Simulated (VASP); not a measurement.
Zn2GeN3, 6 atoms in the cell. The structure is trigonal, space group P-3m1 (No. 164). Conventional cell: a = 3.002 Å, b = 3.002 Å, c = 7.668 Å, α = 90.00°, β = 90.00°, γ = 120.00°. Within 2.8 Å of Zn (site symmetry 3m) lie 6 N at 2.12 to 2.30 Å. Ge (site symmetry -3m) has 6 N at 2.05 Å within 2.7 Å. N (site symmetry 3m) has 3 Ge at 2.05 Å and 3 Zn at 2.30 Å and 9 N at 2.80 to 3.00 Å within 3.1 Å. N (site symmetry -3m) has 6 Zn at 2.12 Å within 2.8 Å. The cell was generated, and may not be a known phase.

| Property | Result |
| --- | --- |
| Program | VASP 6.6.1 |
| Task | single point |
| Functional | PBE |
| Potentials or basis | VASP PAW PBE potentials, release 64 (Zn, Ge_d, N) |
| Cutoff | 520 eV |
| k mesh | 12 × 12 × 6 |
| Occupations | gaussian, width 0.1 eV |
| Spin | no spin polarisation |
| Dipole correction | no |
| Further INCAR settings | ALGO = Normal; EDIFF = 1e-06; NBANDS = 36 |

Potentials or basis: VASP PAW PBE potentials, release 64 (Zn, Ge_d, N).

The run is started by

```bash
$ cat potpaw_PBE.64/Zn/POTCAR potpaw_PBE.64/Ge_d/POTCAR potpaw_PBE.64/N/POTCAR > POTCAR
$ mpirun -np 1 vasp_std > vasp.out
```

Hardware: 1 thread of Intel(R) Xeon(R) Platinum 8488C (Sapphire Rapids) (shared host).

Task: How long does it take, and how much memory?

Result: Wall time 3.2 min on 1 thread of Intel(R) Xeon(R) Platinum 8488C (Sapphire Rapids) (shared host), peak memory 0.31 GiB. Counts: scf iterations 15, k points 100.
